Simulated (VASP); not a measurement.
# Ta4N in VASP: relaxation of the atoms with PBEsol

Aim: the relaxation of the atoms of Ta4N with PBEsol.

All numbers are computed with VASP 6.6.1; they aren't measurements. Logs are shortened: lines on timing, memory, paths and dates and some standing lists are left out, and cuts for length are marked.

### 1 The cell of the first run

The cell holds a slab with vacuum, 5 atoms: a = 2.841 Å, b = 2.841 Å, c = 25.959 Å, α = 90.00°, β = 90.00°, γ = 109.47°.

### 2 Relaxation of the atoms, PBEsol

File INCAR:

```
PREC     = Accurate       # precision mode
ENCUT    = 520            # plane-wave cutoff, eV
EDIFF    = 1E-6           # SCF threshold, eV
ISMEAR   = 0              # smearing method
SIGMA    = 0.1            # smearing width, eV
LREAL    = F              # projectors in reciprocal space
LASPH    = T              # aspherical terms in the spheres
NELM     = 100            # most SCF steps
ALGO     = Fast           # electronic algorithm
ISIF     = 2              # what is computed and relaxed
LWAVE    = F              # write WAVECAR
LCHARG   = F              # write CHGCAR
LDIPOL   = T            
IDIPOL   = 3            
DIPOL    = 0.5 0.5 0.505
GGA      = PS             # functional
IBRION   = 2              # ionic algorithm
NSW      = 90             # ionic steps
EDIFFG   = -0.03          # ionic threshold
```

File KPOINTS:

```
Automatic mesh
0
Gamma
  11 11 1
```

File POSCAR:

```
Ta4N
1.0
    2.8410132459      0.0000000000      0.0000000000
   -0.9470044153      2.6785329755      0.0000000000
    0.0000000000      0.0000000000     25.9590328048
Ta N
4 1
Selective dynamics
Direct
    0.5000000000      0.5000000000      0.3274390099  F F F
    0.0000000000      0.0000000000      0.4167981790  F F F
    0.5000000000      0.5000000000      0.5058470200  T T T
    0.0000000000      0.0000000000      0.5912936046  T T T
    0.0000000000      0.0000000000      0.6845174168  T T T
```

Potentials or basis: VASP PAW PBE potentials, release 64 (Ta_pv, N).

Launch:

```
cat potpaw_PBE.64/Ta_pv/POTCAR potpaw_PBE.64/N/POTCAR > POTCAR
mpirun -np 1 vasp_std > vasp.out
```

OUTCAR:

```text
PREC = Accurate
   ENCUT = 520
   EDIFF = 1E-6
   ISMEAR = 0
   LREAL = F
   LASPH = T
   NELM = 100
   ISIF = 2
   GGA = PS
   IBRION = 2
   NSW = 90
   EDIFFG = -0.03

 ion  position               nearest neighbor table
   1  0.500  0.500  0.327-   2 2.84   2 2.84   2 3.28   2 3.28
   2  0.000  0.000  0.417-   3 2.83   3 2.83   1 2.84   1 2.84   3 3.27   3 3.27   1 3.28   1 3.28

   3  0.500  0.500  0.506-   4 2.76   4 2.76   2 2.83   2 2.83   4 3.21   4 3.21   2 3.27   2 3.27

   4  0.000  0.000  0.591-   5 2.42   3 2.76   3 2.76   3 3.21   3 3.21
   5  0.000  0.000  0.685-   4 2.42

  LATTYP: Found a base centered orthorhombic cell.
 ALAT       =     3.2805195246
 B/A-ratio  =     1.4142135624
 C/A-ratio  =     7.9130859031

  Lattice vectors:

 A1 = (   2.8410132459,   0.0000000000,   0.0000000000)
 A2 = (  -0.9470044153,   2.6785329755,   0.0000000000)
 A3 = (   0.0000000000,   0.0000000000,  25.9590328048)

Analysis of symmetry for initial positions (statically):
=====================================================================
 Subroutine PRICEL returns:
 Original cell was already a primitive cell.

 Routine SETGRP: Setting up the symmetry group for a
 base centered orthorhombic supercell.

 Subroutine GETGRP returns: Found  4 space group operations
 (whereof  4 operations were pure point group operations)
 out of a pool of  8 trial point group operations.

The static configuration has the point symmetry C_2v.

Analysis of symmetry for dynamics (positions and initial velocities):
=====================================================================
 Subroutine PRICEL returns:
 Original cell was already a primitive cell.

 Routine SETGRP: Setting up the symmetry group for a
 base centered orthorhombic supercell.

 Subroutine GETGRP returns: Found  4 space group operations
 (whereof  4 operations were pure point group operations)
 out of a pool of  8 trial point group operations.

The dynamic configuration has the point symmetry C_2v.

Analysis of constrained symmetry for selective dynamics:
=====================================================================
 Subroutine PRICEL returns:
 Original cell was already a primitive cell.

 Routine SETGRP: Setting up the symmetry group for a
 base centered orthorhombic supercell.

 Subroutine GETGRP returns: Found  4 space group operations
 (whereof  4 operations were pure point group operations)
 out of a pool of  8 trial point group operations.

The constrained configuration has the point symmetry C_2v.

 Subroutine INISYM returns: Found  4 space group operations
 (whereof  4 operations are pure point group operations),
 and found     1 'primitive' translations

----------------------------------------------------------------------------------------

                                     Primitive cell

  volume of cell :     197.5417

  direct lattice vectors                    reciprocal lattice vectors
     2.841013246  0.000000000  0.000000000     0.351987095  0.124446231  0.000000000
    -0.947004415  2.678532976  0.000000000     0.000000000  0.373338693  0.000000000
     0.000000000  0.000000000 25.959032805     0.000000000  0.000000000  0.038522236

  length of vectors
     2.841013246  2.841013246 25.959032805     0.373338693  0.373338693  0.038522236

  position of ions in fractional coordinates (direct lattice)
     0.500000000  0.500000000  0.327439010
     0.000000000  0.000000000  0.416798179
     0.500000000  0.500000000  0.505847020
     0.000000000  0.000000000  0.591293605
     0.000000000  0.000000000  0.684517417

  ion indices of the primitive-cell ions
   primitive index   ion index
                 1           1
                 2           2
                 3           3
                 4           4
                 5           5
[... 21 lines left out ...]

 Subroutine IBZKPT returns following result:
 ===========================================

 Found     36 irreducible k-points:

 Following reciprocal coordinates:
            Coordinates               Weight
  0.000000  0.000000  0.000000      1.000000
  0.090909 -0.000000  0.000000      4.000000
  0.181818  0.000000  0.000000      4.000000
  0.272727  0.000000  0.000000      4.000000
  0.363636 -0.000000  0.000000      4.000000
  0.454545 -0.000000  0.000000      4.000000
[... 16 lines left out ...]
 -0.272727  0.181818  0.000000      4.000000
 -0.181818  0.181818  0.000000      2.000000
 [... further k-points ...]
   k-points           NKPTS =     36   k-points in BZ     NKDIM =     36   number of bands    NBANDS=     29
   number of dos      NEDOS =    301   number of ions     NIONS =      5
   total plane-waves  NPLWV = 112896
   dimension x,y,z NGX =    24 NGY =   24 NGZ =  196
   dimension x,y,z NGXF=    48 NGYF=   48 NGZF=  392
   ions per type =               4   1
   NGX,Y,Z   is equivalent  to a cutoff of  14.04, 14.04, 12.55 a.u.
   NGXF,Y,Z  is equivalent  to a cutoff of  28.09, 28.09, 25.10 a.u.
 SYSTEM =  unknown system
   PREC   = accura    normal or accurate (medium, high low for compatibility)
   ISTART =      0    job   : 0-new  1-cont  2-samecut
   ICHARG =      2    charge: 1-file 2-atom 10-const
   ISPIN  =      1    spin polarized calculation?
   LNONCOLLINEAR =      F non collinear calculations
   LSORBIT =      F    spin-orbit coupling
   LASPH  =      T    aspherical Exc in radial PAW
   ENCUT  =  520.0 eV  38.22 Ry    6.18 a.u.   5.28  5.28 48.27*2*pi/ulx,y,z
   NELM   =    100;   NELMIN=  2; NELMDL= -5     # of ELM steps
   EDIFF  = 0.1E-05   stopping-criterion for ELM
   LREAL  =      F    real-space projection
   EDIFFG = -.3E-01   stopping-criterion for IOM
   NSW    =     90    number of steps for IOM
   IBRION =      2    ionic relax: 0-MD 1-quasi-New 2-CG
   NFREE  =      1    steps in history (QN), initial steepest desc. (CG)
   ISIF   =      2    stress and relaxation
   ISYM   =      2    0-nonsym 1-usesym 2-fastsym
   POTIM  = 0.5000    time-step for ionic-motion
   TEBEG  =    0.0;   TEEND  =   0.0 temperature during run
   PSTRESS=    0.0 pullay stress
   NELECT =      49.0000    total number of electrons
   NUPDOWN=      -1.0000    fix difference up-down
   EMIN   =  10.00;   EMAX   =-10.00  energy-range for DOS
   EFERMI =   0.00;   METHOD = LEGACY
   ISMEAR =     0;   SIGMA  =   0.10  broadening in eV -4-tet -1-fermi 0-gaus
   EFERMI_NEDOS =   21; number of points for ismear=-14 and -15
   IALGO  =     68    algorithm
   IMIX   =      4    mixing-type and parameters
     AMIX     =   0.40;   BMIX     =  1.00
     AMIX_MAG =   1.60;   BMIX_MAG =  1.00
  volume/ion in A,a.u.               =      39.51       266.62
  Fermi-wavevector in a.u.,A,eV,Ry     =   1.028618  1.943805 14.395700  1.058054
  Thomas-Fermi vector in A             =   2.162623
   LORBIT       =      0    0 simple, 1 ext, 2 COOP (PROOUT), +10 PAW based schemes
   GGA     = PS    functional components
   LHFCALC =     F    Hartree Fock is set to
   AEXX    =    0.0000 exact exchange contribution
   IVDW    =     0    specifies the selected vdW correction
   LEPSILON=     F    determine dielectric tensor
   LRPA    =     F    only Hartree local field effects (RPA)
 conjugate gradient relaxation of ions
 non-spin polarized calculation
 RMM-DIIS sequential band-by-band and
 Gauss-broadening in eV      SIGMA  =   0.10
  energy-cutoff  :      520.00
  volume of cell :      197.54
 maximum number of plane-waves:      5364
 NGX is ok and might be reduce to    24
   NGX = 11   NGY = 11   NGZ = 97

--------------------------------------- Ionic step        1  -------------------------------------------

 number of electron      49.0000008 magnetization

 Free energy of the ion-electron system (eV)
  ---------------------------------------------------
  ext. energy  EPLUGINS =         0.00000000
  ---------------------------------------------------
  free energy    TOTEN  =       -52.42482536 eV

  energy without entropy =      -52.39662868  energy(sigma->0) =      -52.41072702

------------------------ aborting loop because EDIFF is reached ----------------------------------------

  FORCE on cell =-STRESS in cart. coord.  units (eV):
  Direction    XX          YY          ZZ          XY          YZ          ZX
  --------------------------------------------------------------------------------------
  -------------------------------------------------------------------------------------
  Total       -3.8612261     -3.4793166     -8.8475301      0.5401015      0.0000000      0.0000000
  in kB      -31.3167761    -28.2192696    -71.7585857      4.3805358      0.0000000      0.0000000
  external PRESSURE =     -43.7648771 kB  Pullay stress =       0.0000000 kB
[... 98 lines left out ...]
  FREE ENERGIE OF THE ION-ELECTRON SYSTEM (eV)
  ---------------------------------------------------
  free  energy   TOTEN  =       -54.1517789090 eV

  energy  without entropy=      -54.1237256674  energy(sigma->0) =      -54.13775229

 dipolmoment           0.000000      0.000000     -0.065985 electrons x Angstroem

[... ionic steps 4 to 24 ...]

--------------------------------------- Ionic step       25  -------------------------------------------

 number of electron      49.0000007 magnetization

------------------------ aborting loop because EDIFF is reached ----------------------------------------
[... 73 lines left out ...]
--------------------------------------- Ionic step       27  -------------------------------------------

 number of electron      49.0000007 magnetization

 dipolmoment           0.000000      0.000000      0.135378 electrons x Angstroem

 Free energy of the ion-electron system (eV)
  ---------------------------------------------------
  ext. energy  EPLUGINS =         0.00000000
  ---------------------------------------------------
  free energy    TOTEN  =       -54.39776004 eV

  energy without entropy =      -54.37688124  energy(sigma->0) =      -54.38732064

 E-fermi :  -1.7980     XC(G=0):  -5.8043

 val. band max:       -1.8128080579   @ k =   0.3636  -0.0000   0.0000
 cond. band min:      -1.7945422478   @ k =  -0.3636   0.0909   0.0000
 fundamental gap:      0.0182658101
 Fermi energy:        -1.7979934214

 k-point     1 :       0.0000    0.0000    0.0000
  band No.  band energies     occupation
      1     -36.1538      2.00000
      2     -35.8956      2.00000
      3     -35.4432      2.00000
      4     -35.3563      2.00000
      5     -35.2747      2.00000
      6     -35.2129      2.00000
[... 757 lines left out ...]
     28      -0.7631      0.00000
     29      -0.5508      0.00000

 [... further k-points ...]

------------------------ aborting loop because EDIFF is reached ----------------------------------------

 vacuum level on the upper side and lower side of the slab       (xc-potential included)         1.517        -1.650

  FORCE on cell =-STRESS in cart. coord.  units (eV):
  Direction    XX          YY          ZZ          XY          YZ          ZX
  --------------------------------------------------------------------------------------
  -------------------------------------------------------------------------------------
  Total        0.3964961     -0.0959977     -1.0667817     -0.6964914      0.0000000      0.0000000
  in kB        3.2158127     -0.7785968     -8.6522164     -5.6489481      0.0000000      0.0000000
  external PRESSURE =      -2.0716668 kB  Pullay stress =       0.0000000 kB
[... 20 lines left out ...]
  FREE ENERGIE OF THE ION-ELECTRON SYSTEM (eV)
  ---------------------------------------------------
  free  energy   TOTEN  =       -54.3977600367 eV

  energy  without entropy=      -54.3768812445  energy(sigma->0) =      -54.38732064

 reached required accuracy - stopping structural energy minimisation

 vacuum level on the upper side and lower side of the slab         6.230         3.001
```

Run time: 2.6 h. Hardware: 1 thread of AMD EPYC 9755, shared host; peak memory 0.47 GiB.

Results:

```yaml
Free_energy: -54.3978 eV
Energy_gained_by_relaxing: 394.6 meV/atom
Ionic_steps: 27
Band_gap_on_the_k_mesh: zero (an odd number of electrons rules out a gap without spin polarisation)
```

The path:
| step | energy change (eV) | largest force on free atoms (eV/Å) | pressure (GPa) |
| --- | --- | --- | --- |
| 1 | 0.0000 | 4.4086 | -4.38 |
| 2 | -1.4961 | 3.0829 | -4.19 |
| 3 | -1.7270 | 1.6599 | -1.72 |
| 4 | -1.7546 | 1.1214 | -2.70 |
| 5 | -1.7573 | 1.1668 | -2.51 |
| 6 | -1.8408 | 0.9265 | -2.07 |
| 7 | -1.8724 | 1.7278 | -1.33 |
| 8 | -1.9072 | 0.8924 | -1.49 |
| 9 | -1.9127 | 0.4021 | -1.55 |
| 10 | -1.9165 | 0.3035 | -1.63 |
| 11 | -1.9218 | 0.4128 | -1.84 |
| 12 | -1.9260 | 0.2964 | -1.74 |
| 13 | -1.9304 | 0.5073 | -1.51 |
| 14 | -1.9338 | 0.4413 | -1.49 |
| 15 | -1.9424 | 0.2515 | -1.42 |
| 16 | -1.9515 | 0.5194 | -1.25 |
| 17 | -1.9573 | 0.3886 | -1.06 |
| 18 | -1.9673 | 0.3040 | -0.46 |
| 19 | -1.9679 | 0.4267 | -0.24 |
| 20 | -1.9720 | 0.1514 | -0.10 |
| 21 | -1.9723 | 0.0878 | -0.04 |
| 22 | -1.9723 | 0.0832 | -0.04 |
| 23 | -1.9725 | 0.0731 | -0.09 |
| 24 | -1.9727 | 0.0572 | -0.18 |
| 25 | -1.9729 | 0.0365 | -0.18 |
| 26 | -1.9729 | 0.0344 | -0.19 |
| 27 | -1.9729 | 0.0161 | -0.21 |

Final structure:
```
CELL_PARAMETERS angstrom
2.84101 0.00000 0.00000
-0.94700 2.67853 0.00000
0.00000 0.00000 25.95903
ATOMIC_POSITIONS crystal
Ta 0.50000 0.50000 0.32744
Ta 0.00000 0.00000 0.41680
Ta 0.50000 0.50000 0.50578
Ta 0.00000 0.00000 0.59347
N 0.00000 0.00000 0.66285
```

Caveat: the PAW data sets were made with another functional, which shifts forces and pressure a little; spin-orbit coupling is left out, which moves the levels of the heavy elements.
